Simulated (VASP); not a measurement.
BeTe:

```
Be Te
1.0
     0.00000    2.82862    2.82862
     2.94233    0.00000    2.82862
     2.94233    2.82862    0.00000
Be Te
1 1
Direct
  0.00000 0.00000 0.00000
  0.25000 0.25000 0.25000
```

This cell differs from its parent crystal: uniaxial x strain +4.0%.

Program: VASP 6.6.1. Alike in all runs: task single point; potentials or basis VASP PAW PBE potentials, release 64 (Be, Te); no spin polarisation; cell as given; cutoff (eV) 520.

Problem. Order these runs on this cell by their band gap on the k mesh, lowest first.
A. level r2SCAN; k mesh 8 × 8 × 8; smearing gaussian 0.01 eV
B. level HSE06; k mesh 6 × 6 × 6; smearing gaussian 0.01 eV; grid for exact exchange (PRECFOCK) Normal; screening parameter 0.2079 1/Å
C. level PBE; k mesh 8 × 8 × 8; smearing fermi-dirac 0.02 eV

Solution. C (1.95 eV), A (2.30 eV), B (2.61 eV).

Caveats: spin-orbit coupling is left out, which moves the levels of the heavy elements.

A k mesh can miss the band edges.
